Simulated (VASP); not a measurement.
# Zr (P6_3/mmc) in VASP: further runs

Runs on Zr. Level: LDA. Tasks: single point.

Program: VASP 6.6.1. These are calculated values, not measurements. Logs are shortened: lines on timing, memory, paths and dates and some standing lists are left out, and cuts for length are marked.

## 1. The cell of the first run

The structure is hexagonal, space group P6_3/mmc (No. 194). Conventional cell: a = 3.166 Å, b = 3.166 Å, c = 5.042 Å, α = 90.00°, β = 90.00°, γ = 120.00°. Within 4.1 Å of Zr (site symmetry -6m2) lie 12 Zr at 3.11 to 3.17 Å.

## 2. Single point, LDA

Contents of INCAR:

```
SYSTEM = Zr
PREC     = Accurate       ! precision mode
ENCUT    = 520            ! plane-wave cutoff, eV
EDIFF    = 1E-6           ! SCF threshold, eV
ISMEAR   = -1             ! smearing method
SIGMA    = 0.05           ! smearing width, eV
LREAL    = .FALSE.        ! projectors in reciprocal space
LASPH    = .TRUE.         ! aspherical terms in the spheres
NELM     = 80             ! most SCF steps
ALGO     = Normal         ! electronic algorithm
ISIF     = 2              ! what is computed and relaxed
LWAVE    = .FALSE.        ! write WAVECAR
LCHARG   = .FALSE.        ! write CHGCAR
NBANDS   = 19             ! bands
```

Contents of KPOINTS:

```
Automatic mesh
0
G
  10 10 5
  0 0 0
```

Contents of POSCAR:

```
Zr
1.0
    3.1660223034      0.0000000000      0.0000000000
   -1.5830111517      2.7418517224      0.0000000000
    0.0000000000      0.0000000000      5.0419297016
Zr
2
Direct
    0.3333333333      0.6666666667      0.2500000000
    0.6666666667      0.3333333333      0.7500000000
```

Potentials or basis: VASP PAW LDA potentials, release 64 (Zr_sv).

Launch:

```console
$ cat potpaw_LDA.64/Zr_sv/POTCAR > POTCAR
$ mpirun -np 1 vasp_std > vasp.out
```

OUTCAR:

```text
SYSTEM = Zr
   PREC = Accurate
   ENCUT = 520
   EDIFF = 1E-6
   ISMEAR = -1
   LREAL = .FALSE.
   LASPH = .TRUE.
   NELM = 80
   ISIF = 2

 ion  position               nearest neighbor table
   1  0.333  0.667  0.250-   2 3.11   2 3.11   2 3.11   2 3.11   2 3.11   2 3.11
   2  0.667  0.333  0.750-   1 3.11   1 3.11   1 3.11   1 3.11   1 3.11   1 3.11

  LATTYP: Found a hexagonal cell.
 ALAT       =     3.1660223034
 C/A-ratio  =     1.5925123762

  Lattice vectors:

 A1 = (   3.1660223034,   0.0000000000,   0.0000000000)
 A2 = (  -1.5830111517,   2.7418517224,   0.0000000000)
 A3 = (   0.0000000000,   0.0000000000,   5.0419297016)

Analysis of symmetry for initial positions (statically):
=====================================================================
 Subroutine PRICEL returns:
 Original cell was already a primitive cell.

 Routine SETGRP: Setting up the symmetry group for a
 hexagonal supercell.

 Subroutine GETGRP returns: Found 24 space group operations
 (whereof 12 operations were pure point group operations)
 out of a pool of 24 trial point group operations.

The static configuration has the point symmetry D_3d.
 The point group associated with its full space group is D_6h.

Analysis of symmetry for dynamics (positions and initial velocities):
=====================================================================
 Subroutine PRICEL returns:
 Original cell was already a primitive cell.

 Routine SETGRP: Setting up the symmetry group for a
 hexagonal supercell.

 Subroutine GETGRP returns: Found 24 space group operations
 (whereof 12 operations were pure point group operations)
 out of a pool of 24 trial point group operations.

The dynamic configuration has the point symmetry D_3d.
 The point group associated with its full space group is D_6h.

 Subroutine INISYM returns: Found 24 space group operations
 (whereof 12 operations are pure point group operations),
 and found     1 'primitive' translations

----------------------------------------------------------------------------------------

                                     Primitive cell

  volume of cell :      43.7678

  direct lattice vectors                    reciprocal lattice vectors
     3.166022303  0.000000000  0.000000000     0.315853745  0.182358512  0.000000000
    -1.583011152  2.741851722  0.000000000     0.000000000  0.364717024  0.000000000
     0.000000000  0.000000000  5.041929702     0.000000000  0.000000000  0.198336760

  length of vectors
     3.166022303  3.166018821  5.041929702     0.364716623  0.364717024  0.198336760

  position of ions in fractional coordinates (direct lattice)
     0.333333333  0.666666667  0.250000000
     0.666666667  0.333333333  0.750000000

  ion indices of the primitive-cell ions
   primitive index   ion index
                 1           1
                 2           2

----------------------------------------------------------------------------------------

 KPOINTS: Automatic mesh

Automatic generation of k-mesh.
 Grid dimensions read from file:
 generate k-points for:   10   10    5

 Generating k-lattice:

  Cartesian coordinates                     Fractional coordinates (reciprocal lattice)
     0.031585374  0.018235851  0.000000000     0.100000000 -0.000000000  0.000000000
     0.000000000  0.036471702  0.000000000     0.000000000  0.100000000  0.000000000
     0.000000000  0.000000000  0.039667352     0.000000000  0.000000000  0.200000000

  Length of vectors
     0.036471662  0.036471702  0.039667352

  Shift w.r.t. Gamma in fractional coordinates (k-lattice)
     0.000000000  0.000000000  0.000000000

 Subroutine IBZKPT returns following result:
 ===========================================

 Found     42 irreducible k-points:

 Following reciprocal coordinates:
            Coordinates               Weight
  0.000000  0.000000  0.000000      1.000000
  0.100000 -0.000000  0.000000      6.000000
  0.200000 -0.000000  0.000000      6.000000
  0.300000  0.000000  0.000000      6.000000
  0.400000 -0.000000  0.000000      6.000000
  0.500000 -0.000000  0.000000      3.000000
[... 16 lines left out ...]
  0.300000  0.100000  0.200000     24.000000
  0.400000  0.100000  0.200000     24.000000
 [... further k-points ...]
   k-points           NKPTS =     42   k-points in BZ     NKDIM =     42   number of bands    NBANDS=     19
   number of dos      NEDOS =    301   number of ions     NIONS =      2
   total plane-waves  NPLWV =  23040
   dimension x,y,z NGX =    24 NGY =   24 NGZ =   40
   dimension x,y,z NGXF=    48 NGYF=   48 NGZF=   80
   ions per type =               2
   NGX,Y,Z   is equivalent  to a cutoff of  12.60, 12.60, 13.19 a.u.
   NGXF,Y,Z  is equivalent  to a cutoff of  25.20, 25.20, 26.38 a.u.
 SYSTEM =  Zr
   PREC   = accura    normal or accurate (medium, high low for compatibility)
   ISTART =      0    job   : 0-new  1-cont  2-samecut
   ICHARG =      2    charge: 1-file 2-atom 10-const
   ISPIN  =      1    spin polarized calculation?
   LNONCOLLINEAR =      F non collinear calculations
   LSORBIT =      F    spin-orbit coupling
   LASPH  =      T    aspherical Exc in radial PAW
   ENCUT  =  520.0 eV  38.22 Ry    6.18 a.u.   5.89  5.89  9.37*2*pi/ulx,y,z
   NELM   =     80;   NELMIN=  2; NELMDL= -5     # of ELM steps
   EDIFF  = 0.1E-05   stopping-criterion for ELM
   LREAL  =      F    real-space projection
   EDIFFG = 0.1E-04   stopping-criterion for IOM
   NSW    =      0    number of steps for IOM
   IBRION =     -1    ionic relax: 0-MD 1-quasi-New 2-CG
   NFREE  =      0    steps in history (QN), initial steepest desc. (CG)
   ISIF   =      2    stress and relaxation
   ISYM   =      2    0-nonsym 1-usesym 2-fastsym
   POTIM  = 0.5000    time-step for ionic-motion
   TEBEG  =    0.0;   TEEND  =   0.0 temperature during run
   PSTRESS=    0.0 pullay stress
   NELECT =      24.0000    total number of electrons
   NUPDOWN=      -1.0000    fix difference up-down
   EMIN   =  10.00;   EMAX   =-10.00  energy-range for DOS
   EFERMI =   0.00;   METHOD = LEGACY
   ISMEAR =    -1;   SIGMA  =   0.05  broadening in eV -4-tet -1-fermi 0-gaus
   EFERMI_NEDOS =   21; number of points for ismear=-14 and -15
   IALGO  =     38    algorithm
   IMIX   =      4    mixing-type and parameters
     AMIX     =   0.40;   BMIX     =  1.00
     AMIX_MAG =   1.60;   BMIX_MAG =  1.00
  volume/ion in A,a.u.               =      21.88       147.68
  Fermi-wavevector in a.u.,A,eV,Ry     =   1.339966  2.532168 24.429369  1.795508
  Thomas-Fermi vector in A             =   2.468316
   LORBIT       =      0    0 simple, 1 ext, 2 COOP (PROOUT), +10 PAW based schemes
   GGA     = CA    functional components
   LHFCALC =     F    Hartree Fock is set to
   AEXX    =    0.0000 exact exchange contribution
   IVDW    =     0    specifies the selected vdW correction
   LEPSILON=     F    determine dielectric tensor
   LRPA    =     F    only Hartree local field effects (RPA)
 non-spin polarized calculation
  energy-cutoff  :      520.00
  volume of cell :       43.77
 maximum number of plane-waves:      1194
 NGX is ok and might be reduce to    24
   NGX = 11   NGY = 11   NGZ = 19

 number of electron      23.9999999 magnetization

 Free energy of the ion-electron system (eV)
  ---------------------------------------------------
  ext. energy  EPLUGINS =         0.00000000
  ---------------------------------------------------
  free energy    TOTEN  =       -18.59609383 eV

  energy without entropy =      -18.58252622  energy(sigma->0) =      -18.58931002

 E-fermi :   9.4890     XC(G=0): -11.5791

 val. band max:        9.4860109898   @ k =   0.5000  -0.0000   0.0000
 cond. band min:       9.4970639085   @ k =   0.1000   0.1000   0.0000
 fundamental gap:      0.0110529186
 Fermi energy:         9.4889621930

 k-point     1 :       0.0000    0.0000    0.0000
  band No.  band energies     occupation
      1     -38.9526      2.00000
      2     -38.7479      2.00000
      3     -17.7486      2.00000
      4     -16.6780      2.00000
      5     -16.6780      2.00000
      6     -16.5046      2.00000
[... 11 lines left out ...]
     18      11.7032      0.00000
     19      14.2037      0.00000

 k-point     2 :       0.1000   -0.0000    0.0000
  band No.  band energies     occupation
      1     -38.9377      2.00000
      2     -38.7417      2.00000
      3     -17.7112      2.00000
      4     -16.7617      2.00000
      5     -16.7053      2.00000
      6     -16.5910      2.00000
[... 11 lines left out ...]
     18      11.4487      0.00000
     19      14.3969      0.00000

 k-point     3 :       0.2000   -0.0000    0.0000
  band No.  band energies     occupation
      1     -38.8975      2.00000
      2     -38.7266      2.00000
      3     -17.6062      2.00000
      4     -16.9802      2.00000
      5     -16.8081      2.00000
      6     -16.7731      2.00000
[... 11 lines left out ...]
     18      12.1071      0.00000
     19      14.7459      0.00000

 k-point     4 :       0.3000    0.0000    0.0000
  band No.  band energies     occupation
      1     -38.8440      2.00000
      2     -38.7112      2.00000
      3     -17.4547      2.00000
      4     -17.2477      2.00000
      5     -17.0604      2.00000
      6     -16.8522      2.00000
[... 11 lines left out ...]
     18      13.2319      0.00000
     19      15.0095      0.00000

 k-point     5 :       0.4000   -0.0000    0.0000
  band No.  band energies     occupation
      1     -38.7946      2.00000
      2     -38.7045      2.00000
      3     -17.4610      2.00000
      4     -17.2960      2.00000
      5     -17.2542      2.00000
      6     -16.9134      2.00000
[... 11 lines left out ...]
     18      14.4595      0.00000
     19      15.1445      0.00000

 k-point     6 :       0.5000   -0.0000    0.0000
  band No.  band energies     occupation
      1     -38.7722      2.00000
      2     -38.7053      2.00000
      3     -17.5415      2.00000
      4     -17.3262      2.00000
      5     -17.2136      2.00000
      6     -16.9363      2.00000
[... 11 lines left out ...]
     18      15.1884      0.00000
     19      16.1651      0.00000

 k-point     7 :       0.1000    0.1000    0.0000
  band No.  band energies     occupation
      1     -38.9101      2.00000
      2     -38.7311      2.00000
      3     -17.6399      2.00000
      4     -16.8910      2.00000
      5     -16.8157      2.00000
      6     -16.6868      2.00000
[... 11 lines left out ...]
     18      11.9583      0.00000
     19      14.5811      0.00000

 k-point     8 :       0.2000    0.1000    0.0000
  band No.  band energies     occupation
      1     -38.8631      2.00000
      2     -38.7160      2.00000
      3     -17.5109      2.00000
      4     -17.1140      2.00000
      5     -17.0112      2.00000
      6     -16.8001      2.00000
[... 256 lines left out ...]
 k-point    20 :       0.5000   -0.0000    0.2000
  band No.  band energies     occupation
      1     -38.7658      2.00000
      2     -38.7117      2.00000
      3     -17.6122      2.00000
      4     -17.4217      2.00000
      5     -17.0795      2.00000
      6     -16.9084      2.00000
[... 11 lines left out ...]
     18      15.1531      0.00000
     19      15.6346      0.00000

 k-point    21 :       0.1000    0.1000    0.2000
  band No.  band energies     occupation
      1     -38.8933      2.00000
      2     -38.7485      2.00000
      3     -17.5589      2.00000
      4     -16.8583      2.00000
      5     -16.8553      2.00000
      6     -16.7270      2.00000
[... 11 lines left out ...]
     18      12.2700      0.00000
     19      14.5142      0.00000

 k-point    22 :       0.2000    0.1000    0.2000
  band No.  band energies     occupation
      1     -38.8492      2.00000
      2     -38.7302      2.00000
      3     -17.4871      2.00000
      4     -17.0952      2.00000
      5     -17.0144      2.00000
      6     -16.8153      2.00000
[... 11 lines left out ...]
     18      13.0119      0.00000
     19      14.6282      0.00000

 k-point    23 :       0.3000    0.1000    0.2000
  band No.  band energies     occupation
      1     -38.8009      2.00000
      2     -38.7156      2.00000
      3     -17.4872      2.00000
      4     -17.2920      2.00000
      5     -17.1108      2.00000
      6     -16.8999      2.00000
[... 11 lines left out ...]
     18      13.9046      0.00000
     19      15.0002      0.00000

 k-point    24 :       0.4000    0.1000    0.2000
  band No.  band energies     occupation
      1     -38.7660      2.00000
      2     -38.7115      2.00000
      3     -17.5693      2.00000
      4     -17.3887      2.00000
      5     -17.0970      2.00000
      6     -16.9308      2.00000
[... 11 lines left out ...]
     18      14.8564      0.00000
     19      15.7448      0.00000

 [... further k-points ...]

------------------------ aborting loop because EDIFF is reached ----------------------------------------

  FORCE on cell =-STRESS in cart. coord.  units (eV):
  Direction    XX          YY          ZZ          XY          YZ          ZX
  --------------------------------------------------------------------------------------
  -------------------------------------------------------------------------------------
  Total       -0.1661001     -0.1660996      0.0804895      0.0000000     -0.0000000      0.0000000
  in kB       -6.0803107     -6.0802928      2.9464217      0.0000000     -0.0000000      0.0000000
  external PRESSURE =      -3.0713939 kB  Pullay stress =       0.0000000 kB

 VOLUME and BASIS-vectors are now :
 -----------------------------------------------------------------------------
  energy-cutoff  :      520.00
  volume of cell :       43.77
      direct lattice vectors                 reciprocal lattice vectors
     3.166022303  0.000000000  0.000000000     0.315853745  0.182358512  0.000000000
    -1.583011152  2.741851722  0.000000000     0.000000000  0.364717024  0.000000000
     0.000000000  0.000000000  5.041929702     0.000000000  0.000000000  0.198336760

 POSITION                                       TOTAL-FORCE (eV/Angst)
 -----------------------------------------------------------------------------------
     -0.00000      1.82790      1.26048         0.000000      0.000000      0.000000
      1.58301      0.91395      3.78145        -0.000000      0.000000      0.000000
 -----------------------------------------------------------------------------------
    total drift:                                0.000000     -0.000000      0.000000

  FREE ENERGIE OF THE ION-ELECTRON SYSTEM (eV)
  ---------------------------------------------------
  free  energy   TOTEN  =       -18.5960938315 eV

  energy  without entropy=      -18.5825262179  energy(sigma->0) =      -18.58931002
```

Run time: 44 s. Hardware: 1 thread of AMD EPYC 7R13, shared host; peak memory 0.13 GiB.

Results:

```
Free energy            : -18.5961 eV
Pressure               : -0.3 GPa
Band gap on the k mesh : zero (band 12 reaches 10.35 eV, above the bottom of band 13 at 9.23 eV)
```

Levels at points of the mesh, in eV from the Fermi level:
```
           k point  band 9  band 10  band 11  band 12  band 13  band 14  band 15  band 16
(0.00, 0.00, 0.00)   -5.72    -3.20     0.85     0.85     1.02     1.52     1.60     1.60
(0.50, 0.00, 0.00)   -2.79    -2.58    -2.32     0.00     0.49     0.86     1.57     5.25
```

## 3. Single point, LDA

This run uses another cell than the first one, of 22.35 Å³/atom, 1.021 times its volume.

Contents of INCAR:

```
PREC = Accurate
ENCUT = 520
EDIFF = 1E-7
ISMEAR = -1
SIGMA = 0.05
LREAL = F
LASPH = T
NELM = 60
ALGO = Normal
ISIF = 2
LWAVE = F
LCHARG = F
NBANDS = 19
```

Contents of KPOINTS:

```
Automatic mesh
0
Gamma
  10 10 5
```

Contents of POSCAR:

```
Zr
1.0
    3.1883189697      0.0000000000      0.0000000000
   -1.5941594848      2.7611611736      0.0000000000
    0.0000000000      0.0000000000      5.0774374186
Zr
2
Direct
    0.3333333333      0.6666666667      0.2500000000
    0.6666666667      0.3333333333      0.7500000000
```

Potentials or basis: VASP PAW LDA potentials, release 64 (Zr_sv).

Launch:

```console
$ cat potpaw_LDA.64/Zr_sv/POTCAR > POTCAR
$ mpirun -np 1 vasp_std > vasp.out
```

Run time: 44 s. Hardware: 1 thread of AMD EPYC 7R13, shared host; peak memory 0.13 GiB.

Results (log left out):

```
Free energy            : -18.5885 eV
Pressure               : -2.4 GPa
Band gap on the k mesh : zero (band 12 reaches 10.09 eV, above the bottom of band 13 at 8.98 eV)
```

Stress tensor (GPa, compression positive):
```
-2.61  0.00  0.00
 0.00 -2.61  0.00
 0.00  0.00 -2.03
```

Levels at points of the mesh, in eV from the Fermi level:
```tsv
k point	band 10	band 11	band 12	band 13	band 14	band 15
(0.00, 0.00, 0.00)	-3.14	0.85	0.85	1.01	1.43	1.58
(0.50, 0.00, 0.00)	-2.55	-2.25	-0.05	0.49	0.84	1.53
```
